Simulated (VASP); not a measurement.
# Sn3Se (Pm-3m) in VASP: notebook

Sn3Se is run at these levels: PBE; tasks: single point.

Program: VASP 6.6.1. These are calculated values, not measurements. Logs are shortened: lines on timing, memory, paths and dates and some standing lists are left out, and cuts for length are marked.

## 1. The cell of the first run

The structure is cubic, space group Pm-3m (No. 221). Conventional cell: a = 4.612 Å, b = 4.612 Å, c = 4.612 Å, α = 90.00°, β = 90.00°, γ = 90.00°. Within 4.3 Å of Sn (site symmetry 4/mmm) lie 8 Sn at 3.26 Å and 4 Se at 3.26 Å. Within 4.3 Å of Se (site symmetry m-3m) lie 12 Sn at 3.26 Å.

## 2. Single point, PBE

INCAR

```
ALGO = Normal ; EDIFF = 1E-6
ENCUT = 520 ; GGA = PE
ISIF = 2 ; ISMEAR = -1
LASPH = T ; LCHARG = F
LREAL = F ; LWAVE = F
NBANDS = 32 ; NELM = 100
PREC = Accurate ; SIGMA = 0.1
```

KPOINTS

```
k-points
0
Gamma
  5 5 5
```

POSCAR

```
Sn3Se
1.0
    4.6118985307      0.0000000000      0.0000000000
    0.0000000000      4.6118985307      0.0000000000
    0.0000000000      0.0000000000      4.6118985307
Sn Se
3 1
Direct
    0.0000000000      0.5000000000      0.5000000000
    0.5000000000      0.0000000000      0.5000000000
    0.5000000000      0.5000000000      0.0000000000
    0.0000000000      0.0000000000      0.0000000000
```

Potentials or basis: VASP PAW PBE potentials, release 64 (Sn_d, Se).

On the command line:

```console
> cat potpaw_PBE.64/Sn_d/POTCAR potpaw_PBE.64/Se/POTCAR > POTCAR
> mpirun -np 1 vasp_std > vasp.out
```

OUTCAR:

```text
EDIFF = 1E-6
   ENCUT = 520
   GGA = PE
   ISIF = 2
   ISMEAR = -1
   LASPH = T
   LREAL = F
   NELM = 100
   PREC = Accurate

 ion  position               nearest neighbor table
   1  0.000  0.500  0.500-   2 3.26   3 3.26   4 3.26   3 3.26   4 3.26   2 3.26   4 3.26   4 3.26
                             2 3.26   3 3.26   3 3.26   2 3.26
   2  0.500  0.000  0.500-   1 3.26   3 3.26   4 3.26   3 3.26   4 3.26   1 3.26   3 3.26   3 3.26
                             1 3.26   4 3.26   4 3.26   1 3.26
   3  0.500  0.500  0.000-   1 3.26   2 3.26   4 3.26   1 3.26   2 3.26   2 3.26   4 3.26   2 3.26
                             1 3.26   4 3.26   1 3.26   4 3.26
   4  0.000  0.000  0.000-   1 3.26   2 3.26   3 3.26   1 3.26   2 3.26   1 3.26   3 3.26   1 3.26
                             2 3.26   3 3.26   2 3.26   3 3.26

  LATTYP: Found a simple cubic cell.
 ALAT       =     4.6118985307

  Lattice vectors:

 A1 = (   4.6118985307,   0.0000000000,   0.0000000000)
 A2 = (   0.0000000000,   4.6118985307,   0.0000000000)
 A3 = (   0.0000000000,   0.0000000000,   4.6118985307)

Analysis of symmetry for initial positions (statically):
=====================================================================
 Subroutine PRICEL returns:
 Original cell was already a primitive cell.

 Routine SETGRP: Setting up the symmetry group for a
 simple cubic supercell.

 Subroutine GETGRP returns: Found 48 space group operations
 (whereof 48 operations were pure point group operations)
 out of a pool of 48 trial point group operations.

The static configuration has the point symmetry O_h .

Analysis of symmetry for dynamics (positions and initial velocities):
=====================================================================
 Subroutine PRICEL returns:
 Original cell was already a primitive cell.

 Routine SETGRP: Setting up the symmetry group for a
 simple cubic supercell.

 Subroutine GETGRP returns: Found 48 space group operations
 (whereof 48 operations were pure point group operations)
 out of a pool of 48 trial point group operations.

The dynamic configuration has the point symmetry O_h .

 Subroutine INISYM returns: Found 48 space group operations
 (whereof 48 operations are pure point group operations),
 and found     1 'primitive' translations

----------------------------------------------------------------------------------------

[... 79 lines left out ...]
   ENCUT  =  520.0 eV  38.22 Ry    6.18 a.u.   8.58  8.58  8.58*2*pi/ulx,y,z
   NELM   =    100;   NELMIN=  2; NELMDL= -5     # of ELM steps
   EDIFF  = 0.1E-05   stopping-criterion for ELM
   LREAL  =      F    real-space projection
   EDIFFG = 0.1E-04   stopping-criterion for IOM
   NSW    =      0    number of steps for IOM
   IBRION =     -1    ionic relax: 0-MD 1-quasi-New 2-CG
   NFREE  =      0    steps in history (QN), initial steepest desc. (CG)
   ISIF   =      2    stress and relaxation
   ISYM   =      2    0-nonsym 1-usesym 2-fastsym
   POTIM  = 0.5000    time-step for ionic-motion
   TEBEG  =    0.0;   TEEND  =   0.0 temperature during run
   PSTRESS=    0.0 pullay stress
   NELECT =      48.0000    total number of electrons
   NUPDOWN=      -1.0000    fix difference up-down
   EMIN   =  10.00;   EMAX   =-10.00  energy-range for DOS
   EFERMI =   0.00;   METHOD = LEGACY
   ISMEAR =    -1;   SIGMA  =   0.10  broadening in eV -4-tet -1-fermi 0-gaus
   EFERMI_NEDOS =   21; number of points for ismear=-14 and -15
   IALGO  =     38    algorithm
   IMIX   =      4    mixing-type and parameters
     AMIX     =   0.40;   BMIX     =  1.00
     AMIX_MAG =   1.60;   BMIX_MAG =  1.00
  volume/ion in A,a.u.               =      24.52       165.49
  Fermi-wavevector in a.u.,A,eV,Ry     =   1.290057  2.437854 22.643449  1.664247
  Thomas-Fermi vector in A             =   2.421912
   LORBIT       =      0    0 simple, 1 ext, 2 COOP (PROOUT), +10 PAW based schemes
   GGA     = PE    functional components
   LHFCALC =     F    Hartree Fock is set to
   AEXX    =    0.0000 exact exchange contribution
   IVDW    =     0    specifies the selected vdW correction
   LEPSILON=     F    determine dielectric tensor
   LRPA    =     F    only Hartree local field effects (RPA)
 non-spin polarized calculation
  energy-cutoff  :      520.00
  volume of cell :       98.09
 maximum number of plane-waves:      2664
 NGX is ok and might be reduce to    36
   NGX = 17   NGY = 17   NGZ = 17

 number of electron      48.0000009 magnetization

 Free energy of the ion-electron system (eV)
  ---------------------------------------------------
  ext. energy  EPLUGINS =         0.00000000
  ---------------------------------------------------
  free energy    TOTEN  =       -14.72823227 eV

  energy without entropy =      -14.63472117  energy(sigma->0) =      -14.68147672

 E-fermi :   8.2101     XC(G=0): -10.5629

 val. band max:        8.2060758739   @ k =   0.0000   0.0000   0.0000
 cond. band min:       8.3406546281   @ k =   0.4000   0.2000   0.0000
 fundamental gap:      0.1345787542
 Fermi energy:         8.2101249381

 k-point     1 :       0.0000    0.0000    0.0000
  band No.  band energies     occupation
      1     -13.6348      2.00000
      2     -13.6348      2.00000
      3     -13.6348      2.00000
      4     -13.5883      2.00000
      5     -13.5883      2.00000
      6     -13.5807      2.00000
[... 339 lines left out ...]
     31      14.4959      0.00000
     32      16.1705      0.00000

------------------------ aborting loop because EDIFF is reached ----------------------------------------

  FORCE on cell =-STRESS in cart. coord.  units (eV):
  Direction    XX          YY          ZZ          XY          YZ          ZX
  --------------------------------------------------------------------------------------
  -------------------------------------------------------------------------------------
  Total        3.2575937      3.2575937      3.2575937     -0.0000000     -0.0000000      0.0000000
  in kB       53.2069374     53.2069374     53.2069374     -0.0000000     -0.0000000      0.0000000
  external PRESSURE =      53.2069374 kB  Pullay stress =       0.0000000 kB

 VOLUME and BASIS-vectors are now :
 -----------------------------------------------------------------------------
  energy-cutoff  :      520.00
  volume of cell :       98.09
      direct lattice vectors                 reciprocal lattice vectors
     4.611898531  0.000000000  0.000000000     0.216830443  0.000000000  0.000000000
     0.000000000  4.611898531  0.000000000     0.000000000  0.216830443  0.000000000
     0.000000000  0.000000000  4.611898531     0.000000000  0.000000000  0.216830443

 POSITION                                       TOTAL-FORCE (eV/Angst)
 -----------------------------------------------------------------------------------
      0.00000      2.30595      2.30595         0.000000      0.000000      0.000000
      2.30595      0.00000      2.30595         0.000000      0.000000      0.000000
      2.30595      2.30595      0.00000         0.000000      0.000000      0.000000
      0.00000      0.00000      0.00000         0.000000      0.000000      0.000000
 -----------------------------------------------------------------------------------
    total drift:                                0.000000      0.000000      0.000000

  FREE ENERGIE OF THE ION-ELECTRON SYSTEM (eV)
  ---------------------------------------------------
  free  energy   TOTEN  =       -14.7282322683 eV

  energy  without entropy=      -14.6347211692  energy(sigma->0) =      -14.68147672
```

stdout:

```text
POSCAR found type information on POSCAR SnSe
 POSCAR found :  2 types and       4 ions
 scaLAPACK will be used
 LDA part: xc-table for (Slater+PW92), standard interpolation
 POSCAR, INCAR and KPOINTS ok, starting setup
 FFT: planning ... GRIDC
 FFT: planning ... GRID_SOFT
 FFT: planning ... GRID
 WAVECAR not read
 entering main loop
```

Run time: 18 s. Hardware: 1 thread of Intel Xeon 6975P-C, shared host; peak memory 0.21 GiB.

What came out:

```
Free energy            : -14.7282 eV
Pressure               : 5.3 GPa
Band gap on the k mesh : zero (band 24 reaches 9.49 eV, above the bottom of band 25 at 7.76 eV)
```

Levels at points of the mesh, in eV from the Fermi level:
| k point | band 22 | band 23 | band 24 | band 25 | band 26 | band 27 |
| --- | --- | --- | --- | --- | --- | --- |
| (0.00, 0.00, 0.00) | -4.68 | 0.00 | 0.00 | 0.00 | 2.46 | 2.46 |

Caveat: spin-orbit coupling is left out, which moves the levels of the heavy elements.

## 3. Single point, PBE

This run uses another cell than the first one, of 25.23 Å³/atom, 1.029 times its volume.

INCAR

```
ALGO = Normal
EDIFF = 1E-6
ENCUT = 520
GGA = PE
ISIF = 2
ISMEAR = -1
LASPH = T
LCHARG = T
LELF = T
LREAL = F
LVHAR = T
LWAVE = F
NBANDS = 32
NELM = 60
PREC = Accurate
SIGMA = 0.1
```

KPOINTS is that of step 2.

POSCAR

```
Sn3Se
1.0
    4.6560342127      0.0000000000      0.0000000000
    0.0000000000      4.6560342127      0.0000000000
    0.0000000000      0.0000000000      4.6560342127
Sn Se
3 1
Direct
    0.0000000000      0.5000000000      0.5000000000
    0.5000000000      0.0000000000      0.5000000000
    0.5000000000      0.5000000000      0.0000000000
    0.0000000000      0.0000000000      0.0000000000
```

Potentials or basis: VASP PAW PBE potentials, release 64 (Sn_d, Se).

On the command line:

```console
> cat potpaw_PBE.64/Sn_d/POTCAR potpaw_PBE.64/Se/POTCAR > POTCAR
> mpirun -np 1 vasp_std > vasp.out
```

It took 18 s on 1 thread of Intel Xeon 6975P-C, shared host; peak memory 0.2 GiB.

The run converged. Its results:

```
Free energy            : -14.8067 eV
Pressure               : 3.5 GPa
Band gap on the k mesh : zero (band 24 reaches 9.08 eV, above the bottom of band 25 at 7.43 eV)
```

Levels at points of the mesh, in eV from the Fermi level:
```csv
k point,band 21,band 22,band 23,band 24,band 25,band 26,band 27,band 28
"(0.00, 0.00, 0.00)",-4.53,-4.53,0.00,0.00,0.00,2.41,2.41,2.41
```

Caveat: spin-orbit coupling is left out, which moves the levels of the heavy elements.

## 4. Single point, PBE

This run uses another cell than the first one, of 25.94 Å³/atom, 1.058 times its volume.

INCAR

```
PREC = Accurate
ENCUT = 520
EDIFF = 1E-7
ISMEAR = -1
SIGMA = 0.1
LREAL = F
LASPH = T
NELM = 60
ALGO = Normal
ISIF = 2
LWAVE = F
LCHARG = F
GGA = PE
NBANDS = 32
```

KPOINTS

```
regular mesh
0
Gamma
  5 5 5
```

POSCAR

```
Sn3Se
1.0
    4.6993486462      0.0000000000      0.0000000000
    0.0000000000      4.6993486462      0.0000000000
    0.0000000000      0.0000000000      4.6993486462
Sn Se
3 1
Direct
    0.0000000000      0.5000000000      0.5000000000
    0.5000000000      0.0000000000      0.5000000000
    0.5000000000      0.5000000000      0.0000000000
    0.0000000000      0.0000000000      0.0000000000
```

Potentials or basis: VASP PAW PBE potentials, release 64 (Sn_d, Se).

On the command line:

```console
> cat potpaw_PBE.64/Sn_d/POTCAR potpaw_PBE.64/Se/POTCAR > POTCAR
> mpirun -np 1 vasp_std > vasp.out
```

OUTCAR:

```text
PREC = Accurate
   ENCUT = 520
   EDIFF = 1E-7
   ISMEAR = -1
   LREAL = F
   LASPH = T
   NELM = 60
   ISIF = 2
   GGA = PE

 ion  position               nearest neighbor table
   1  0.000  0.500  0.500-   2 3.32   3 3.32   3 3.32   2 3.32   2 3.32   3 3.32   3 3.32   2 3.32

   2  0.500  0.000  0.500-   1 3.32   3 3.32   3 3.32   1 3.32   3 3.32   3 3.32   1 3.32   1 3.32

   3  0.500  0.500  0.000-   1 3.32   2 3.32   1 3.32   2 3.32   2 3.32   2 3.32   1 3.32   1 3.32

   4  0.000  0.000  0.000-

  LATTYP: Found a simple cubic cell.
 ALAT       =     4.6993486462

  Lattice vectors:

 A1 = (   4.6993486462,   0.0000000000,   0.0000000000)
 A2 = (   0.0000000000,   4.6993486462,   0.0000000000)
 A3 = (   0.0000000000,   0.0000000000,   4.6993486462)

Analysis of symmetry for initial positions (statically):
=====================================================================
 Subroutine PRICEL returns:
 Original cell was already a primitive cell.

 Routine SETGRP: Setting up the symmetry group for a
 simple cubic supercell.

 Subroutine GETGRP returns: Found 48 space group operations
[... 151 lines left out ...]

  energy without entropy =      -14.77066400  energy(sigma->0) =      -14.81265515

 E-fermi :   7.5208     XC(G=0): -10.2955

 val. band max:        7.4575160443   @ k =   0.4000   0.2000   0.2000
 cond. band min:       7.5280899342   @ k =   0.0000   0.0000   0.0000
 fundamental gap:      0.0705738898
 Fermi energy:         7.5207855324

 k-point     1 :       0.0000    0.0000    0.0000
  band No.  band energies     occupation
      1     -14.2800      2.00000
      2     -14.2800      2.00000
      3     -14.2800      2.00000
      4     -14.2526      2.00000
      5     -14.2526      2.00000
      6     -14.2257      2.00000
[... 339 lines left out ...]
     31      13.4723      0.00000
     32      15.2206      0.00000

------------------------ aborting loop because EDIFF is reached ----------------------------------------

  FORCE on cell =-STRESS in cart. coord.  units (eV):
  Direction    XX          YY          ZZ          XY          YZ          ZX
  --------------------------------------------------------------------------------------
  -------------------------------------------------------------------------------------
  Total        1.2066795      1.2066795      1.2066795     -0.0000000      0.0000000     -0.0000000
  in kB       18.6289988     18.6289988     18.6289988     -0.0000000      0.0000000     -0.0000000
  external PRESSURE =      18.6289988 kB  Pullay stress =       0.0000000 kB

 VOLUME and BASIS-vectors are now :
 -----------------------------------------------------------------------------
  energy-cutoff  :      520.00
  volume of cell :      103.78
      direct lattice vectors                 reciprocal lattice vectors
     4.699348646  0.000000000  0.000000000     0.212795448  0.000000000  0.000000000
     0.000000000  4.699348646  0.000000000     0.000000000  0.212795448  0.000000000
     0.000000000  0.000000000  4.699348646     0.000000000  0.000000000  0.212795448

 POSITION                                       TOTAL-FORCE (eV/Angst)
 -----------------------------------------------------------------------------------
      0.00000      2.34967      2.34967         0.000000      0.000000      0.000000
      2.34967      0.00000      2.34967         0.000000      0.000000      0.000000
      2.34967      2.34967      0.00000         0.000000      0.000000      0.000000
      0.00000      0.00000      0.00000         0.000000      0.000000      0.000000
 -----------------------------------------------------------------------------------
    total drift:                                0.000000      0.000000      0.000000

  FREE ENERGIE OF THE ION-ELECTRON SYSTEM (eV)
  ---------------------------------------------------
  free  energy   TOTEN  =       -14.8546463078 eV

  energy  without entropy=      -14.7706640012  energy(sigma->0) =      -14.81265515
```

OSZICAR:

```text
N       E                     dE             d eps       ncg     rms          rms(c)
DAV:   1     0.435998670492E+03    0.43600E+03   -0.23967E+04   688   0.222E+03
DAV:   2     0.426320278310E+02   -0.39337E+03   -0.38109E+03   640   0.541E+02
DAV:   3    -0.125204332211E+02   -0.55152E+02   -0.53056E+02   744   0.172E+02
DAV:   4    -0.149537436186E+02   -0.24333E+01   -0.24143E+01   720   0.386E+01
DAV:   5    -0.150275789866E+02   -0.73835E-01   -0.73825E-01   864   0.710E+00    0.383E+00
DAV:   6    -0.148686512726E+02    0.15893E+00   -0.23132E-01   824   0.369E+00    0.226E+00
DAV:   7    -0.148571552728E+02    0.11496E-01   -0.83656E-02   792   0.163E+00    0.958E-01
DAV:   8    -0.148546421947E+02    0.25131E-02   -0.90601E-03   832   0.660E-01    0.139E-01
DAV:   9    -0.148546321027E+02    0.10092E-04   -0.17775E-03   744   0.301E-01    0.429E-02
DAV:  10    -0.148546418591E+02   -0.97563E-05   -0.18935E-04   864   0.122E-01    0.178E-02
DAV:  11    -0.148546481318E+02   -0.62728E-05   -0.21452E-05   776   0.324E-02    0.685E-03
DAV:  12    -0.148546461310E+02    0.20009E-05   -0.42904E-06   872   0.215E-02    0.140E-03
DAV:  13    -0.148546463355E+02   -0.20452E-06   -0.43230E-07   656   0.622E-03    0.655E-04
DAV:  14    -0.148546463078E+02    0.27669E-07   -0.30153E-08   480   0.145E-03
   1 F= -.14854646E+02 E0= -.14812655E+02  d E =-.839823E-01
```

stdout:

```text
POSCAR found type information on POSCAR SnSe
 POSCAR found :  2 types and       4 ions
 scaLAPACK will be used
 LDA part: xc-table for (Slater+PW92), standard interpolation
 POSCAR, INCAR and KPOINTS ok, starting setup
 FFT: planning ... GRIDC
 FFT: planning ... GRID_SOFT
 FFT: planning ... GRID
 WAVECAR not read
 entering main loop
```

It took 21 s on 1 thread of Intel Xeon 6975P-C, shared host; peak memory 0.2 GiB.

What came out:

| Item | Value |
| --- | --- |
| Free energy | -14.8546 eV |
| Pressure | 1.9 GPa |
| Band gap on the k mesh | zero (band 24 reaches 8.69 eV, above the bottom of band 25 at 7.12 eV) |

Caveat: spin-orbit coupling is left out, which moves the levels of the heavy elements.

## 5. Single point, PBE

This run uses another cell than the first one, of 26.66 Å³/atom, 1.087 times its volume.

INCAR

```
SYSTEM = Sn3Se
  PREC = Accurate
  ENCUT = 520
  EDIFF = 1E-6
  ISMEAR = -1
  SIGMA = 0.1
  LREAL = .FALSE.
  LASPH = .TRUE.
  NELM = 60
  ALGO = Normal
  ISIF = 2
  LWAVE = .FALSE.
  LCHARG = .TRUE.
  GGA = PE
  LELF = .TRUE.
  LVHAR = .TRUE.
  NBANDS = 32
```

KPOINTS

```
Automatic mesh
0
G
  5 5 5
  0 0 0
```

POSCAR

```
Sn3Se
1.0
    4.7418790000      0.0000000000      0.0000000000
    0.0000000000      4.7418790000      0.0000000000
    0.0000000000      0.0000000000      4.7418790000
Sn Se
3 1
Direct
    0.0000000000      0.5000000000      0.5000000000
    0.5000000000      0.0000000000      0.5000000000
    0.5000000000      0.5000000000      0.0000000000
    0.0000000000      0.0000000000      0.0000000000
```

On the command line:

```console
> cat potpaw_PBE.64/Sn_d/POTCAR potpaw_PBE.64/Se/POTCAR > POTCAR
> mpirun -np 1 vasp_std > vasp.out
```

Wall time 22 s (1 thread of Intel Xeon 6975P-C, shared host); peak memory 0.2 GiB.

It converged, with:

- Free energy: -14.8758 eV
- Pressure: 0.5 GPa
- Band gap on the k mesh: zero (band 24 reaches 8.33 eV, above the bottom of band 25 at 6.82 eV)

Levels at points of the mesh, in eV from the Fermi level:
```tsv
k point	band 22	band 23	band 24	band 25	band 26	band 27
(0.00, 0.00, 0.00)	-4.25	0.01	0.01	0.01	2.32	2.32
```

Caveat: spin-orbit coupling is left out, which moves the levels of the heavy elements.

## 6. Summary

| cell | gap on the mesh (eV) | pressure (GPa) |
| --- | --- | --- |
| a = 4.612 Å, 4 atoms | none | 5.3 |
| a = 4.656 Å, 4 atoms | none | 3.5 |
| a = 4.699 Å, 4 atoms | none | 1.9 |
| a = 4.742 Å, 4 atoms | none | 0.5 |

Alike in all rows: task single point; level PBE; potentials or basis VASP PAW PBE potentials, release 64 (Sn_d, Se); no spin polarisation; k mesh 5 × 5 × 5; cutoff (eV) 520; smearing fermi-dirac 0.1 eV.

Caveats: spin-orbit coupling is left out, which moves the levels of the heavy elements.

Total energies depend on the potentials used, so only differences within one code and one set of settings carry meaning.
